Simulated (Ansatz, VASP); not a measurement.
**GdTiO in VASP and in Ansatz**

```
Gd Ti O
1.0
     3.51106    0.00000    0.00000
     0.00000    3.51106    0.00000
     0.00000    0.00000    4.02512
Gd Ti O
1 1 1
Direct
  0.00000 0.00000 0.00000
  0.50000 0.50000 0.50000
  0.50000 0.50000 0.00000
```

Change from the starting cell: species swapped into the MgNiH type (P4/mmm, No. 123).

Alike in both runs: functional PBE; k mesh 6 × 6 × 6; occupations gaussian, width 0.1 eV; collinear spin.

Ansatz relaxed the structure, and its values are those at the end. VASP's run is a single point on that final structure, the one shown.

```csv
,VASP,Ansatz
version,VASP 6.6.1,Ansatz 0.2.0
potentials or method,"VASP PAW PBE potentials, release 64 (Gd, Ti_sv, O), cutoff 520 eV","scalar-relativistic, plane waves, PAW"
valence electrons in the cell,36,36
```

|  | VASP | Ansatz | Ansatz less VASP |
| --- | --- | --- | --- |
| gap on the k mesh at the Fermi level (eV) | none | none | - |
| pressure (GPa) | 0.3 | 0.0 | -0.20 |
| net moment per atom (μB) | 2.36 | 2.36 | -0.001 |
| size of the moment on the site where the two differ most (μB) | 6.78 | 6.83 | +0.054 |

Site moments also hang on the region over which each program counts them. A gap of «none» marks a metal or a gap that the smearing closes. The functional is the same, so the differences come from potentials, cutoffs and numerics.

Neither program's run includes spin-orbit coupling.
